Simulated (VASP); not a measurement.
Wanted: the native input for a VASP 6.6.1 run.

| Quantity | Value |
| --- | --- |
| Task | single point |
| Functional | PBE |
| Potentials or basis | VASP PAW PBE potentials, release 64 (Te, Mo_sv) |
| Cutoff | 520 eV |
| k mesh | 8 × 8 × 2 |
| Occupations | fermi-dirac, width 0.05 eV |
| Spin | no spin polarisation |
| Dipole correction | no |
| Further INCAR settings | ALGO = Normal; EDIFF = 1e-07; NBANDS = 35 |

The structure of Te2Mo lies in POSCAR:

```
Te2Mo
1.0
    3.3774720000      0.0000000000      0.0000000000
   -1.6887360000      2.9249765526      0.0000000000
    0.0000000000      0.0000000000     13.9736000000
Te Mo
4 2
Direct
    0.6666666667      0.3333333333      0.3790000000
    0.3333333333      0.6666666667      0.8790000000
    0.6666666667      0.3333333333      0.1210000000
    0.3333333333      0.6666666667      0.6210000000
    0.6666666667      0.3333333333      0.7500000000
    0.3333333333      0.6666666667      0.2500000000
```

These files were run (other wordings do the same):

INCAR

```
SYSTEM = Te2Mo
PREC = Accurate
ENCUT = 520
EDIFF = 1E-7
ISMEAR = -1
SIGMA = 0.05
LREAL = .FALSE.
LASPH = .TRUE.
NELM = 60
ALGO = Normal
ISIF = 2
LWAVE = .FALSE.
LCHARG = .TRUE.
GGA = PE
LELF = .TRUE.
LVHAR = .TRUE.
NBANDS = 35
```

KPOINTS

```
regular mesh
0
G
  8 8 2
  0 0 0
```

Potentials or basis: VASP PAW PBE potentials, release 64 (Te, Mo_sv).

Launch:

```console
$ cat potpaw_PBE.64/Te/POTCAR potpaw_PBE.64/Mo_sv/POTCAR > POTCAR
$ mpirun -np 1 vasp_std > vasp.out
```

It gave:

```yaml
Pressure: 12.5 GPa
Largest_force: 1.028 eV/Å
Band_gap_on_the_k_mesh: 0.79 eV (least direct gap 1.26 eV)
```

Caveat: the cell stands under pressure; spin-orbit coupling is left out, which moves the levels of the heavy elements; this functional lacks dispersion, which binds the layers, so the pressure and a relaxed spacing across them are unreliable; forces of over 1 eV/Å act on the atoms, so gaps and moduli don't describe the material at rest.

Wall time 4.4 min on 1 thread of Intel Xeon 8259CL, with other jobs on the host, peak memory 0.32 GiB.
